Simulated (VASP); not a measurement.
# InP (gw) (I-4m2) in VASP: single point with PBEsol

Aim: the single point of InP (gw) with PBEsol.

Everything below comes from runs of VASP 6.6.1. Logs are shortened: lines on timing, memory, paths and dates and some standing lists are left out, and cuts for length are marked.

## 1. The cell of the first run

The structure is tetragonal, space group I-4m2 (No. 119). The conventional cell has a = 4.115 Å, b = 4.115 Å, c = 5.943 Å, α = 90.00°, β = 90.00°, γ = 90.00°. Within 3.3 Å of In (site symmetry -4m2) lie 4 P at 2.54 Å. P (site symmetry -4m2) has 4 In at 2.54 Å within 3.3 Å.

## 2. Single point, PBEsol

Input file INCAR:

```
PREC = Accurate ; ENCUT = 500
EDIFF = 1E-6 ; ISMEAR = 0
SIGMA = 0.01 ; LREAL = False
LASPH = True ; NELM = 120
ALGO = Normal ; ISIF = 2
LWAVE = False ; LCHARG = False
GGA = PS ; NBANDS = 16
GGA_COMPAT = False
```

Input file KPOINTS:

```
Automatic mesh
0
Gamma
  4 4 4
```

Input file POSCAR:

```
InP
1.0
    0.0000000000      2.9097962392      2.9716897206
    2.9097962392      0.0000000000      2.9716897206
    2.9097962392      2.9097962392      0.0000000000
In P
1 1
Direct
    0.0000000000      0.0000000000      0.0000000000
    0.2500000000      0.2500000000      0.2500000000
```

Potentials or basis: VASP PAW PBE potentials, release 64 (In_d, P).

Started as:

```bash
$ cat potpaw_PBE.64/In_d/POTCAR potpaw_PBE.64/P/POTCAR > POTCAR
$ mpirun -np 1 vasp_std > vasp.out
```

OUTCAR:

```text
PREC = Accurate
   ENCUT = 500
   EDIFF = 1E-6
   ISMEAR = 0
   LREAL = False
   LASPH = True
   NELM = 120
   ISIF = 2
   GGA = PS

 ion  position               nearest neighbor table
   1  0.000  0.000  0.000-   2 2.54   2 2.54   2 2.54   2 2.54
   2  0.250  0.250  0.250-   1 2.54   1 2.54   1 2.54   1 2.54

  LATTYP: Found a body centered tetragonal cell.
 ALAT       =     4.1150733052
 C/A-ratio  =     1.4442949130

  Lattice vectors:

 A1 = (  -2.9097962392,   0.0000000000,   2.9716897206)
 A2 = (   2.9097962392,   0.0000000000,   2.9716897206)
 A3 = (   0.0000000000,   2.9097962392,  -2.9716897206)

Analysis of symmetry for initial positions (statically):
=====================================================================
 Subroutine PRICEL returns:
 Original cell was already a primitive cell.

 Routine SETGRP: Setting up the symmetry group for a
 body centered tetragonal supercell.

 Subroutine GETGRP returns: Found  8 space group operations
 (whereof  8 operations were pure point group operations)
 out of a pool of 16 trial point group operations.

The static configuration has the point symmetry D_2d.

Analysis of symmetry for dynamics (positions and initial velocities):
=====================================================================
 Subroutine PRICEL returns:
 Original cell was already a primitive cell.

 Routine SETGRP: Setting up the symmetry group for a
 body centered tetragonal supercell.

 Subroutine GETGRP returns: Found  8 space group operations
 (whereof  8 operations were pure point group operations)
 out of a pool of 16 trial point group operations.

The dynamic configuration has the point symmetry D_2d.

 Subroutine INISYM returns: Found  8 space group operations
 (whereof  8 operations are pure point group operations),
 and found     1 'primitive' translations

----------------------------------------------------------------------------------------

                                     Primitive cell

  volume of cell :      50.3221

  direct lattice vectors                    reciprocal lattice vectors
     0.000000000  2.909796239  2.971689721    -0.171833338  0.171833338  0.168254443
     2.909796239  0.000000000  2.971689721     0.171833338 -0.171833338  0.168254443
     2.909796239  2.909796239  0.000000000     0.171833338  0.171833338 -0.168254443

  length of vectors
     4.159068880  4.159068880  4.115073305     0.295572241  0.295572241  0.295572241

  position of ions in fractional coordinates (direct lattice)
     0.000000000  0.000000000  0.000000000
     0.250000000  0.250000000  0.250000000

  ion indices of the primitive-cell ions
   primitive index   ion index
                 1           1
                 2           2

----------------------------------------------------------------------------------------

 KPOINTS: Automatic mesh

Automatic generation of k-mesh.
 Grid dimensions read from file:
 generate k-points for:    4    4    4

 Generating k-lattice:

  Cartesian coordinates                     Fractional coordinates (reciprocal lattice)
    -0.042958334  0.042958334  0.042063611     0.250000000  0.000000000  0.000000000
     0.042958334 -0.042958334  0.042063611     0.000000000  0.250000000  0.000000000
     0.042958334  0.042958334 -0.042063611     0.000000000  0.000000000  0.250000000

  Length of vectors
     0.073893060  0.073893060  0.073893060

  Shift w.r.t. Gamma in fractional coordinates (k-lattice)
     0.000000000  0.000000000  0.000000000

 Subroutine IBZKPT returns following result:
 ===========================================

 Found     13 irreducible k-points:

 Following reciprocal coordinates:
            Coordinates               Weight
  0.000000  0.000000  0.000000      1.000000
  0.250000  0.000000  0.000000      8.000000
  0.500000  0.000000  0.000000      4.000000
  0.250000  0.250000  0.000000      2.000000
  0.500000  0.250000  0.000000      8.000000
 -0.250000  0.250000  0.000000      4.000000
  0.500000  0.500000  0.000000      1.000000
  0.250000  0.000000  0.250000      4.000000
  0.500000  0.000000  0.250000     16.000000
 -0.250000  0.000000  0.250000      8.000000
 -0.250000  0.500000  0.250000      4.000000
  0.500000  0.000000  0.500000      2.000000
 -0.250000  0.250000  0.500000      2.000000
   k-points           NKPTS =     13   k-points in BZ     NKDIM =     13   number of bands    NBANDS=     16
   number of dos      NEDOS =    301   number of ions     NIONS =      2
   total plane-waves  NPLWV =  27000
   dimension x,y,z NGX =    30 NGY =   30 NGZ =   30
   dimension x,y,z NGXF=    60 NGYF=   60 NGZF=   60
   ions per type =               1   1
   NGX,Y,Z   is equivalent  to a cutoff of  11.99, 11.99, 12.12 a.u.
   NGXF,Y,Z  is equivalent  to a cutoff of  23.98, 23.98, 24.24 a.u.
 SYSTEM =  unknown system
   PREC   = accura    normal or accurate (medium, high low for compatibility)
   ISTART =      0    job   : 0-new  1-cont  2-samecut
   ICHARG =      2    charge: 1-file 2-atom 10-const
   ISPIN  =      1    spin polarized calculation?
   LNONCOLLINEAR =      F non collinear calculations
   LSORBIT =      F    spin-orbit coupling
   LASPH  =      T    aspherical Exc in radial PAW
   ENCUT  =  500.0 eV  36.75 Ry    6.06 a.u.   7.58  7.58  7.50*2*pi/ulx,y,z
   NELM   =    120;   NELMIN=  2; NELMDL= -5     # of ELM steps
   EDIFF  = 0.1E-05   stopping-criterion for ELM
   LREAL  =      F    real-space projection
   EDIFFG = 0.1E-04   stopping-criterion for IOM
   NSW    =      0    number of steps for IOM
   IBRION =     -1    ionic relax: 0-MD 1-quasi-New 2-CG
   NFREE  =      0    steps in history (QN), initial steepest desc. (CG)
   ISIF   =      2    stress and relaxation
   ISYM   =      2    0-nonsym 1-usesym 2-fastsym
   POTIM  = 0.5000    time-step for ionic-motion
   TEBEG  =    0.0;   TEEND  =   0.0 temperature during run
   PSTRESS=    0.0 pullay stress
   NELECT =      18.0000    total number of electrons
   NUPDOWN=      -1.0000    fix difference up-down
   EMIN   =  10.00;   EMAX   =-10.00  energy-range for DOS
   EFERMI =   0.00;   METHOD = LEGACY
   ISMEAR =     0;   SIGMA  =   0.01  broadening in eV -4-tet -1-fermi 0-gaus
   EFERMI_NEDOS =   21; number of points for ismear=-14 and -15
   IALGO  =     38    algorithm
   IMIX   =      4    mixing-type and parameters
     AMIX     =   0.40;   BMIX     =  1.00
     AMIX_MAG =   1.60;   BMIX_MAG =  1.00
  volume/ion in A,a.u.               =      25.16       169.80
  Fermi-wavevector in a.u.,A,eV,Ry     =   1.162107  2.196064 18.374569  1.350493
  Thomas-Fermi vector in A             =   2.298672
   LORBIT       =      0    0 simple, 1 ext, 2 COOP (PROOUT), +10 PAW based schemes
   GGA     = PS    functional components
   LHFCALC =     F    Hartree Fock is set to
   AEXX    =    0.0000 exact exchange contribution
   IVDW    =     0    specifies the selected vdW correction
   LEPSILON=     F    determine dielectric tensor
   LRPA    =     F    only Hartree local field effects (RPA)
 non-spin polarized calculation
 Gauss-broadening in eV      SIGMA  =   0.01
  energy-cutoff  :      500.00
  volume of cell :       50.32
 maximum number of plane-waves:      1307
   NGX = 15   NGY = 15   NGZ = 15

 number of electron      18.0000007 magnetization

 Free energy of the ion-electron system (eV)
  ---------------------------------------------------
  ext. energy  EPLUGINS =         0.00000000
  ---------------------------------------------------
  free energy    TOTEN  =        -9.03550326 eV

  energy without entropy =       -9.03550326  energy(sigma->0) =       -9.03550326

 E-fermi :   5.2247     XC(G=0):  -9.4628

 val. band max:        5.1758809313   @ k =   0.0000   0.0000   0.0000
 cond. band min:       5.7385113680   @ k =   0.0000   0.0000   0.0000
 fundamental gap:      0.5626304367
 Fermi energy:         5.2247269908

 k-point     1 :       0.0000    0.0000    0.0000
  band No.  band energies     occupation
      1      -9.0656      2.00000
      2      -9.0561      2.00000
      3      -9.0561      2.00000
      4      -8.9082      2.00000
      5      -8.9063      2.00000
      6      -6.4140      2.00000
[... 8 lines left out ...]
     15      14.3747      0.00000
     16      14.7124      0.00000

 k-point     2 :       0.2500    0.0000    0.0000
  band No.  band energies     occupation
      1      -9.1215      2.00000
      2      -9.0386      2.00000
      3      -9.0328      2.00000
      4      -8.9070      2.00000
      5      -8.9022      2.00000
      6      -5.7294      2.00000
[... 8 lines left out ...]
     15      13.6845      0.00000
     16      14.0849      0.00000

 k-point     3 :       0.5000    0.0000    0.0000
  band No.  band energies     occupation
      1      -9.1781      2.00000
      2      -9.0231      2.00000
      3      -9.0173      2.00000
      4      -8.8974      2.00000
      5      -8.8891      2.00000
      6      -4.6584      2.00000
[... 8 lines left out ...]
     15      15.6635      0.00000
     16      15.7938      0.00000

 k-point     4 :       0.2500    0.2500    0.0000
  band No.  band energies     occupation
      1      -9.1642      2.00000
      2      -9.0056      2.00000
      3      -9.0056      2.00000
      4      -8.9280      2.00000
      5      -8.8918      2.00000
      6      -5.5260      2.00000
[... 8 lines left out ...]
     15      15.2192      0.00000
     16      16.9981      0.00000
[... 115 lines left out ...]
 k-point    11 :      -0.2500    0.5000    0.2500
  band No.  band energies     occupation
      1      -9.2097      2.00000
      2      -8.9986      2.00000
      3      -8.9629      2.00000
      4      -8.9266      2.00000
      5      -8.8934      2.00000
      6      -3.9156      2.00000
[... 8 lines left out ...]
     15      16.3112      0.00000
     16      17.0043      0.00000

 k-point    12 :       0.5000    0.0000    0.5000
  band No.  band energies     occupation
      1      -9.2445      2.00000
      2      -8.9626      2.00000
      3      -8.9557      2.00000
      4      -8.9518      2.00000
      5      -8.8694      2.00000
      6      -3.9640      2.00000
[... 8 lines left out ...]
     15      15.8319      0.00000
     16      16.8529      0.00000

 k-point    13 :      -0.2500    0.2500    0.5000
  band No.  band energies     occupation
      1      -9.2106      2.00000
      2      -9.0002      2.00000
      3      -8.9621      2.00000
      4      -8.9316      2.00000
      5      -8.8881      2.00000
      6      -3.8870      2.00000
[... 8 lines left out ...]
     15      16.5973      0.00000
     16      17.1311      0.00000

------------------------ aborting loop because EDIFF is reached ----------------------------------------

  FORCE on cell =-STRESS in cart. coord.  units (eV):
  Direction    XX          YY          ZZ          XY          YZ          ZX
  --------------------------------------------------------------------------------------
  -------------------------------------------------------------------------------------
  Total        0.3458269      0.3458269      0.0523308      0.0000000      0.0000000      0.0000000
  in kB       11.0105946     11.0105946      1.6661328      0.0000000      0.0000000      0.0000000
  external PRESSURE =       7.8957740 kB  Pullay stress =       0.0000000 kB

 VOLUME and BASIS-vectors are now :
 -----------------------------------------------------------------------------
  energy-cutoff  :      500.00
  volume of cell :       50.32
      direct lattice vectors                 reciprocal lattice vectors
     0.000000000  2.909796239  2.971689721    -0.171833338  0.171833338  0.168254443
     2.909796239  0.000000000  2.971689721     0.171833338 -0.171833338  0.168254443
     2.909796239  2.909796239  0.000000000     0.171833338  0.171833338 -0.168254443

 POSITION                                       TOTAL-FORCE (eV/Angst)
 -----------------------------------------------------------------------------------
      0.00000      0.00000      0.00000        -0.000000     -0.000000     -0.000000
      1.45490      1.45490      1.48584         0.000000      0.000000      0.000000
 -----------------------------------------------------------------------------------
    total drift:                                0.000000      0.000000     -0.000000

  FREE ENERGIE OF THE ION-ELECTRON SYSTEM (eV)
  ---------------------------------------------------
  free  energy   TOTEN  =        -9.0355032556 eV

  energy  without entropy=       -9.0355032556  energy(sigma->0) =       -9.03550326
```

Wall time 20 s (1 thread of Intel Xeon Platinum 8375C at 2.90GHz (Ice Lake), shared host); peak memory 0.17 GiB.

Results:

```yaml
Free_energy: -9.0355 eV
Pressure: 0.8 GPa
Band_gap_on_the_k_mesh: 0.56 eV, direct
```

Levels at points of the mesh, in eV from the valence-band top:
```
           k point  band 5  band 6  band 7  band 8  band 9  band 10  band 11  band 12  band 13  band 14
(0.00, 0.00, 0.00)  -14.08  -11.59   -0.10    0.00    0.00     0.56     3.94     3.94     3.97     8.29
(0.50, 0.00, 0.00)  -14.06   -9.83   -5.86   -1.10   -0.96     1.34     4.60     4.74     6.90     9.26
(0.50, 0.50, 0.00)  -14.05   -9.22   -5.97   -2.32   -2.32     1.64     2.23     8.92     9.49     9.49
(0.50, 0.00, 0.50)  -14.05   -9.14   -5.83   -2.44   -2.44     1.53     2.04     9.12     9.38     9.51
```

Caveat: the k points lie up to 0.46 Å⁻¹ apart; the PAW data sets were made with another functional, which shifts forces and pressure a little; spin-orbit coupling is left out, which moves the levels of the heavy elements. PBEsol gaps usually lie below the measured ones, often by a third to a half.
